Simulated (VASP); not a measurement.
# NiO (Fm-3m) in VASP: a series of runs

Aim: see how the results for NiO move with the level of theory and the settings. Levels: r2SCAN+D3(BJ), PBEsol+D4. Tasks: single point, relaxation of cell and atoms.

All numbers are computed with VASP 6.6.1; they aren't measurements. Logs are shortened: lines on timing, memory, paths and dates and some standing lists are left out, and cuts for length are marked.

**1. The cell of the first run**

Symmetry: Fm-3m, No. 225, cubic system. The conventional cell has a = 4.199 Å, b = 4.199 Å, c = 4.199 Å, α = 90.00°, β = 90.00°, γ = 90.00°. Ni (site symmetry m-3m) has 6 O at 2.10 Å within 2.8 Å. Within 2.8 Å of O (site symmetry m-3m) lie 6 Ni at 2.10 Å.

**2. Single point, r2SCAN+D3(BJ), collinear spin, ferromagnetic start**

POSCAR reads:

```
NiO
1.0
    0.0000000000      2.0997159621      2.0997159621
    2.0997159621      0.0000000000      2.0997159621
    2.0997159621      2.0997159621      0.0000000000
Ni O
1 1
Direct
    0.0000000000      0.0000000000      0.0000000000
    0.5000000000      0.5000000000      0.5000000000
```

INCAR.step1 reads:

```
SYSTEM = NiO
ALGO = Normal ; EDIFF = 1E-4
ENCUT = 520 ; GGA = PE
ISMEAR = -1 ; ISPIN = 2
LASPH = .TRUE. ; LCHARG = .FALSE.
LMAXMIX = 4 ; LREAL = .FALSE.
LWAVE = .TRUE. ; MAGMOM = 1 0
NBANDS = 19 ; NELM = 150
PREC = Accurate ; SIGMA = 0.05
```

INCAR.step2 reads:

```
SYSTEM = NiO
ALGO = Normal ; EDIFF = 1E-6
ENCUT = 520 ; ISIF = 2
ISMEAR = -1 ; ISPIN = 2
ISTART = 1 ; IVDW = 12
LASPH = .TRUE. ; LCHARG = .TRUE.
LELF = .TRUE. ; LMAXMIX = 4
LMIXTAU = .TRUE. ; LORBIT = 11
LREAL = .FALSE. ; LVHAR = .TRUE.
LWAVE = .FALSE. ; MAGMOM = 1 0
METAGGA = R2SCAN ; NBANDS = 19
NELM = 150 ; PREC = Accurate
SIGMA = 0.05 ; VDW_A1 = 0.49484001
VDW_A2 = 5.73083694 ; VDW_S6 = 1.0
VDW_S8 = 0.78981345
```

KPOINTS reads:

```
k-points
0
G
  11 11 11
  0 0 0
```

Potentials or basis: VASP PAW PBE potentials, release 64 (Ni, O).

Run with:

```bash
$ cat potpaw_PBE.64/Ni/POTCAR potpaw_PBE.64/O/POTCAR > POTCAR
$ cp INCAR.step1 INCAR
$ mpirun -np 1 vasp_std > vasp.out
$ cp INCAR.step2 INCAR
$ mpirun -np 1 vasp_std > vasp.out
```

OUTCAR:

```text
SYSTEM = NiO
   EDIFF = 1E-6
   ENCUT = 520
   ISIF = 2
   ISMEAR = -1
   ISPIN = 2
   ISTART = 1
   IVDW = 12
   LASPH = .TRUE.
   LORBIT = 11
   LREAL = .FALSE.
   METAGGA = R2SCAN
   NELM = 150
   PREC = Accurate
 IVDW          = 12

 ion  position               nearest neighbor table
   1  0.000  0.000  0.000-   2 2.10   2 2.10   2 2.10   2 2.10   2 2.10   2 2.10
   2  0.500  0.500  0.500-   1 2.10   1 2.10   1 2.10   1 2.10   1 2.10   1 2.10

  LATTYP: Found a face centered cubic cell.
 ALAT       =     4.1994319242

  Lattice vectors:

 A1 = (   0.0000000000,   2.0997159621,   2.0997159621)
 A2 = (   2.0997159621,   0.0000000000,   2.0997159621)
 A3 = (   2.0997159621,   2.0997159621,   0.0000000000)

Analysis of symmetry for initial positions (statically):
=====================================================================
 Subroutine PRICEL returns:
 Original cell was already a primitive cell.

 Routine SETGRP: Setting up the symmetry group for a
 face centered cubic supercell.

 Subroutine GETGRP returns: Found 48 space group operations
 (whereof 48 operations were pure point group operations)
 out of a pool of 48 trial point group operations.

The static configuration has the point symmetry O_h .

Analysis of symmetry for dynamics (positions and initial velocities):
=====================================================================
 Subroutine PRICEL returns:
 Original cell was already a primitive cell.

 Routine SETGRP: Setting up the symmetry group for a
 face centered cubic supercell.

 Subroutine GETGRP returns: Found 48 space group operations
 (whereof 48 operations were pure point group operations)
 out of a pool of 48 trial point group operations.

The dynamic configuration has the point symmetry O_h .

Analysis of structural, dynamic, and magnetic symmetry:
=====================================================================
 Subroutine PRICEL returns:
 Original cell was already a primitive cell.

 Routine SETGRP: Setting up the symmetry group for a
 face centered cubic supercell.

 Subroutine GETGRP returns: Found 48 space group operations
 (whereof 48 operations were pure point group operations)
 out of a pool of 48 trial point group operations.

The overall configuration has the point symmetry O_h .

 Subroutine INISYM returns: Found 48 space group operations
 (whereof 48 operations are pure point group operations),
 and found     1 'primitive' translations

----------------------------------------------------------------------------------------

                                     Primitive cell

  volume of cell :      18.5145

  direct lattice vectors                    reciprocal lattice vectors
     0.000000000  2.099715962  2.099715962    -0.238127446  0.238127446  0.238127446
     2.099715962  0.000000000  2.099715962     0.238127446 -0.238127446  0.238127446
     2.099715962  2.099715962  0.000000000     0.238127446  0.238127446 -0.238127446

  length of vectors
     2.969446791  2.969446791  2.969446791     0.412448836  0.412448836  0.412448836

  position of ions in fractional coordinates (direct lattice)
     0.000000000  0.000000000  0.000000000
     0.500000000  0.500000000  0.500000000

  ion indices of the primitive-cell ions
   primitive index   ion index
                 1           1
                 2           2

----------------------------------------------------------------------------------------

 KPOINTS: k-points

Automatic generation of k-mesh.
 Grid dimensions read from file:
 generate k-points for:   11   11   11

 Generating k-lattice:

  Cartesian coordinates                     Fractional coordinates (reciprocal lattice)
    -0.021647950  0.021647950  0.021647950     0.090909091  0.000000000  0.000000000
     0.021647950 -0.021647950  0.021647950     0.000000000  0.090909091  0.000000000
     0.021647950  0.021647950 -0.021647950     0.000000000  0.000000000  0.090909091

  Length of vectors
     0.037495349  0.037495349  0.037495349

  Shift w.r.t. Gamma in fractional coordinates (k-lattice)
     0.000000000  0.000000000  0.000000000

 Subroutine IBZKPT returns following result:
 ===========================================

 Found     56 irreducible k-points:

 Following reciprocal coordinates:
            Coordinates               Weight
  0.000000  0.000000  0.000000      1.000000
  0.090909  0.000000  0.000000      8.000000
  0.181818  0.000000  0.000000      8.000000
  0.272727  0.000000  0.000000      8.000000
  0.363636  0.000000  0.000000      8.000000
  0.454545  0.000000  0.000000      8.000000
[... 16 lines left out ...]
 -0.272727  0.181818  0.000000     24.000000
 -0.181818  0.181818  0.000000     12.000000
 [... further k-points ...]
   k-points           NKPTS =     56   k-points in BZ     NKDIM =     56   number of bands    NBANDS=     19
   number of dos      NEDOS =    301   number of ions     NIONS =      2
   total plane-waves  NPLWV =  13824
   dimension x,y,z NGX =    24 NGY =   24 NGZ =   24
   dimension x,y,z NGXF=    48 NGYF=   48 NGZF=   48
   ions per type =               1   1
   NGX,Y,Z   is equivalent  to a cutoff of  13.44, 13.44, 13.44 a.u.
   NGXF,Y,Z  is equivalent  to a cutoff of  26.87, 26.87, 26.87 a.u.
 SYSTEM =  NiO
   PREC   = accura    normal or accurate (medium, high low for compatibility)
   ISTART =      1    job   : 0-new  1-cont  2-samecut
   ICHARG =      0    charge: 1-file 2-atom 10-const
   ISPIN  =      2    spin polarized calculation?
   LNONCOLLINEAR =      F non collinear calculations
   LSORBIT =      F    spin-orbit coupling
   LASPH  =      T    aspherical Exc in radial PAW
   ENCUT  =  520.0 eV  38.22 Ry    6.18 a.u.   5.52  5.52  5.52*2*pi/ulx,y,z
   NELM   =    150;   NELMIN=  2; NELMDL=  0     # of ELM steps
   EDIFF  = 0.1E-05   stopping-criterion for ELM
   LREAL  =      F    real-space projection
   EDIFFG = 0.1E-04   stopping-criterion for IOM
   NSW    =      0    number of steps for IOM
   IBRION =     -1    ionic relax: 0-MD 1-quasi-New 2-CG
   NFREE  =      0    steps in history (QN), initial steepest desc. (CG)
   ISIF   =      2    stress and relaxation
   ISYM   =      2    0-nonsym 1-usesym 2-fastsym
   POTIM  = 0.5000    time-step for ionic-motion
   TEBEG  =    0.0;   TEEND  =   0.0 temperature during run
   PSTRESS=    0.0 pullay stress
   NELECT =      16.0000    total number of electrons
   NUPDOWN=      -1.0000    fix difference up-down
   EMIN   =  10.00;   EMAX   =-10.00  energy-range for DOS
   EFERMI =   0.00;   METHOD = LEGACY
   ISMEAR =    -1;   SIGMA  =   0.05  broadening in eV -4-tet -1-fermi 0-gaus
   EFERMI_NEDOS =   21; number of points for ismear=-14 and -15
   IALGO  =     38    algorithm
   IMIX   =      4    mixing-type and parameters
     AMIX     =   0.40;   BMIX     =  1.00
     AMIX_MAG =   1.60;   BMIX_MAG =  1.00
  volume/ion in A,a.u.               =       9.26        62.47
  Fermi-wavevector in a.u.,A,eV,Ry     =   1.559352  2.946749 33.083654  2.431580
  Thomas-Fermi vector in A             =   2.662723
   LORBIT       =     11    0 simple, 1 ext, 2 COOP (PROOUT), +10 PAW based schemes
   METAGGA = R2SCAN    functional components
   LHFCALC =     F    Hartree Fock is set to
   AEXX    =    0.0000 exact exchange contribution
   IVDW    =    12    specifies the selected vdW correction
   LEPSILON=     F    determine dielectric tensor
   LRPA    =     F    only Hartree local field effects (RPA)
 spin polarized calculation
  energy-cutoff  :      520.00
  volume of cell :       18.51
 maximum number of plane-waves:       531
 NGX is ok and might be reduce to    24
   NGX = 11   NGY = 11   NGZ = 11

 number of electron      16.0000011 magnetization       2.0000224

 Free energy of the ion-electron system (eV)
  ---------------------------------------------------
  ext. energy  EPLUGINS =         0.00000000
  ---------------------------------------------------
  free energy    TOTEN  =       -20.11043092 eV

  energy without entropy =      -20.11042750  energy(sigma->0) =      -20.11042921

 E-fermi :   7.6696     XC(G=0): -13.3031

 val. band max:        7.2213255375   @ k =   0.4545   0.0000   0.0000
 cond. band min:       8.0235717608   @ k =   0.0000   0.0000   0.0000
 fundamental gap:      0.8022462233
 Fermi energy:         7.6695553558

 spin component 1

 k-point     1 :       0.0000    0.0000    0.0000
  band No.  band energies     occupation
      1     -13.6554      1.00000
      2       3.3134      1.00000
      3       3.3134      1.00000
      4       4.2111      1.00000
      5       4.2112      1.00000
      6       4.2113      1.00000
[... 11 lines left out ...]
     18      33.9222      0.00000
     19      33.9224      0.00000
[... 485 lines left out ...]
 k-point    24 :      -0.1818    0.1818    0.0000
  band No.  band energies     occupation
      1     -12.8762      1.00000
      2       0.7327      1.00000
      3       1.4730      1.00000
      4       2.5192      1.00000
      5       4.0131      1.00000
      6       4.5061      1.00000
[... 11 lines left out ...]
     18      39.0668      0.00000
     19      40.1868      0.00000

 [... further k-points ...]

 spin component 2

 k-point     1 :       0.0000    0.0000    0.0000
  band No.  band energies     occupation
      1     -13.1242      1.00000
      2       5.0967      1.00000
      3       5.0970      1.00000
      4       5.0970      1.00000
      5       5.2350      1.00000
      6       5.2350      1.00000
[... 11 lines left out ...]
     18      34.9300      0.00000
     19      34.9308      0.00000
[... 485 lines left out ...]
 k-point    24 :      -0.1818    0.1818    0.0000
  band No.  band energies     occupation
      1     -12.2953      1.00000
      2       1.5726      1.00000
      3       3.1535      1.00000
      4       3.5827      1.00000
      5       5.4195      1.00000
      6       6.0382      1.00000
[... 11 lines left out ...]
     18      39.7851      0.00000
     19      40.6279      0.00000

 [... further k-points ...]

------------------------ aborting loop because EDIFF is reached ----------------------------------------

 Edisp (eV)   -0.24887

 E8    (eV) :    -0.0729

  FORCE on cell =-STRESS in cart. coord.  units (eV):
  Direction    XX          YY          ZZ          XY          YZ          ZX
  --------------------------------------------------------------------------------------
  -------------------------------------------------------------------------------------
  Total      -0.37942    -0.37942    -0.37942     0.00000     0.00000    -0.00000
  in kB     -32.83322   -32.83322   -32.83322     0.00000     0.00000    -0.00000
  external pressure =      -32.83 kB  Pullay stress =        0.00 kB

 VOLUME and BASIS-vectors are now :
 -----------------------------------------------------------------------------
  energy-cutoff  :      520.00
  volume of cell :       18.51
      direct lattice vectors                 reciprocal lattice vectors
     0.000000000  2.099715962  2.099715962    -0.238127446  0.238127446  0.238127446
     2.099715962  0.000000000  2.099715962     0.238127446 -0.238127446  0.238127446
     2.099715962  2.099715962  0.000000000     0.238127446  0.238127446 -0.238127446

 POSITION                                       TOTAL-FORCE (eV/Angst)
 -----------------------------------------------------------------------------------
      0.00000      0.00000      0.00000         0.000000     -0.000000     -0.000000
      2.09972      2.09972      2.09972        -0.000000      0.000000      0.000000
 -----------------------------------------------------------------------------------
    total drift:                                0.000000     -0.000000     -0.000000

  FREE ENERGIE OF THE ION-ELECTRON SYSTEM (eV)
  ---------------------------------------------------
  free  energy   TOTEN  =       -20.3593021519 eV

  energy  without entropy=      -20.3592987358  energy(sigma->0) =      -20.35930044

 total charge

# of ion       s       p       d       tot
------------------------------------------
    1        0.331   0.406   8.161   8.899
    2        1.555   3.486   0.000   5.041
--------------------------------------------------
tot          1.886   3.893   8.161  13.940

 magnetization (x)

# of ion       s       p       d       tot
------------------------------------------
    1        0.011   0.012   1.672   1.694
    2        0.028   0.247   0.000   0.275
--------------------------------------------------
tot          0.039   0.259   1.672   1.969
```

It took 3.3 min on 1 thread of Intel Xeon 8259CL, shared host; peak memory 0.19 GiB.

What came out:

```yaml
Free_energy: -20.3593 eV
Pressure: -3.3 GPa
Band_gap_on_the_k_mesh: 0.80 eV, indirect (least direct gap 1.72 eV)
Net_moment: 2.00 μB per cell
Site_moments: Ni +1.69; O +0.28 μB
Valence_electrons_inside_the_program's_atomic_spheres: Ni 8.90; O 5.04
Dispersion_energy_per_atom: -0.124 eV
```

Caveat: the PAW data sets were made with another functional, which shifts forces and pressure a little; a cell with one magnetic atom can't hold antiferromagnetic order, which such compounds often take. r2SCAN opens gaps a little over a GGA but as a rule still falls short of measured ones.

**3. Single point, r2SCAN+D3(BJ), collinear spin, ferromagnetic start**

This run uses another cell than the first one, of 9.44 Å³/atom, 1.020 times its volume.

POSCAR reads:

```
NiO
1.0
    0.0000000000      2.1133508634      2.1133508634
    2.1133508634      0.0000000000      2.1133508634
    2.1133508634      2.1133508634      0.0000000000
Ni O
1 1
Direct
    0.0000000000      0.0000000000      0.0000000000
    0.5000000000      0.5000000000      0.5000000000
```

INCAR.step1 reads:

```
SYSTEM = NiO
ALGO     = Normal         ! electronic algorithm
EDIFF    = 1E-4           ! SCF threshold, eV
ENCUT    = 520            ! plane-wave cutoff, eV
GGA      = PE             ! functional
ISMEAR   = -1             ! smearing method
ISPIN    = 2              ! spin polarisation
LASPH    = .TRUE.         ! aspherical terms in the spheres
LCHARG   = .FALSE.        ! write CHGCAR
LMAXMIX  = 4              ! l up to which the mixer works
LREAL    = .FALSE.        ! projectors in reciprocal space
LWAVE    = .TRUE.         ! write WAVECAR
MAGMOM   = 1 0            ! initial moments
NBANDS   = 19             ! bands
NELM     = 150            ! most SCF steps
PREC     = Accurate       ! precision mode
SIGMA    = 0.05           ! smearing width, eV
```

INCAR.step2 reads:

```
SYSTEM = NiO
ALGO     = Normal         ! electronic algorithm
EDIFF    = 1E-6           ! SCF threshold, eV
ENCUT    = 520            ! plane-wave cutoff, eV
ISIF     = 2              ! what is computed and relaxed
ISMEAR   = -1             ! smearing method
ISPIN    = 2              ! spin polarisation
ISTART   = 1            
IVDW     = 12             ! dispersion correction
LASPH    = .TRUE.         ! aspherical terms in the spheres
LCHARG   = .TRUE.         ! write CHGCAR
LELF     = .TRUE.         ! ELF
LMAXMIX  = 4              ! l up to which the mixer works
LMIXTAU  = .TRUE.       
LORBIT   = 11             ! projections on sites
LREAL    = .FALSE.        ! projectors in reciprocal space
LVHAR    = .TRUE.       
LWAVE    = .FALSE.        ! write WAVECAR
MAGMOM   = 1 0            ! initial moments
METAGGA  = R2SCAN         ! meta-GGA
NBANDS   = 19             ! bands
NELM     = 150            ! most SCF steps
PREC     = Accurate       ! precision mode
SIGMA    = 0.05           ! smearing width, eV
VDW_A1   = 0.49484001   
VDW_A2   = 5.73083694   
VDW_S6   = 1.0          
VDW_S8   = 0.78981345
```

KPOINTS is that of step 2.

Potentials or basis: VASP PAW PBE potentials, release 64 (Ni, O).

Run with:

```bash
$ cat potpaw_PBE.64/Ni/POTCAR potpaw_PBE.64/O/POTCAR > POTCAR
$ cp INCAR.step1 INCAR
$ mpirun -np 1 vasp_std > vasp.out
$ cp INCAR.step2 INCAR
$ mpirun -np 1 vasp_std > vasp.out
```

OUTCAR:

```text
SYSTEM = NiO
   EDIFF = 1E-6
   ENCUT = 520
   ISIF = 2
   ISMEAR = -1
   ISPIN = 2
   ISTART = 1
   IVDW = 12
   LASPH = .TRUE.
   LORBIT = 11
   LREAL = .FALSE.
   METAGGA = R2SCAN
   NELM = 150
   PREC = Accurate
 IVDW          = 12

 ion  position               nearest neighbor table
   1  0.000  0.000  0.000-   2 2.11   2 2.11   2 2.11   2 2.11   2 2.11   2 2.11
   2  0.500  0.500  0.500-   1 2.11   1 2.11   1 2.11   1 2.11   1 2.11   1 2.11

  LATTYP: Found a face centered cubic cell.
 ALAT       =     4.2267017268

  Lattice vectors:

 A1 = (   0.0000000000,   2.1133508634,   2.1133508634)
[... 1275 lines left out ...]

 VOLUME and BASIS-vectors are now :
 -----------------------------------------------------------------------------
  energy-cutoff  :      520.00
  volume of cell :       18.88
      direct lattice vectors                 reciprocal lattice vectors
     0.000000000  2.113350863  2.113350863    -0.236591097  0.236591097  0.236591097
     2.113350863  0.000000000  2.113350863     0.236591097 -0.236591097  0.236591097
     2.113350863  2.113350863  0.000000000     0.236591097  0.236591097 -0.236591097

 POSITION                                       TOTAL-FORCE (eV/Angst)
 -----------------------------------------------------------------------------------
      0.00000      0.00000      0.00000         0.000000      0.000000      0.000000
      2.11335      2.11335      2.11335         0.000000      0.000000     -0.000000
 -----------------------------------------------------------------------------------
    total drift:                                0.000000     -0.000000     -0.000000

  FREE ENERGIE OF THE ION-ELECTRON SYSTEM (eV)
  ---------------------------------------------------
  free  energy   TOTEN  =       -20.3476168144 eV

  energy  without entropy=      -20.3476147851  energy(sigma->0) =      -20.34761580

 total charge

# of ion       s       p       d       tot
------------------------------------------
    1        0.325   0.392   8.149   8.865
    2        1.555   3.475   0.000   5.030
--------------------------------------------------
tot          1.880   3.866   8.149  13.895

 magnetization (x)

# of ion       s       p       d       tot
------------------------------------------
    1        0.011   0.011   1.674   1.696
    2        0.027   0.246   0.000   0.273
--------------------------------------------------
tot          0.038   0.257   1.674   1.969
```

It took 3.5 min on 1 thread of Intel Xeon 8259CL, shared host; peak memory 0.19 GiB.

What came out:

```yaml
Free_energy: -20.3476 eV
Pressure: -7.3 GPa
Band_gap_on_the_k_mesh: 0.86 eV, indirect (least direct gap 1.74 eV)
Net_moment: 2.00 μB per cell
Site_moments: Ni +1.70; O +0.27 μB
Valence_electrons_inside_the_program's_atomic_spheres: Ni 8.87; O 5.03
Dispersion_energy_per_atom: -0.122 eV
```

Caveat: the PAW data sets were made with another functional, which shifts forces and pressure a little; a cell with one magnetic atom can't hold antiferromagnetic order, which such compounds often take.

(Continued in part 2 of 2.)
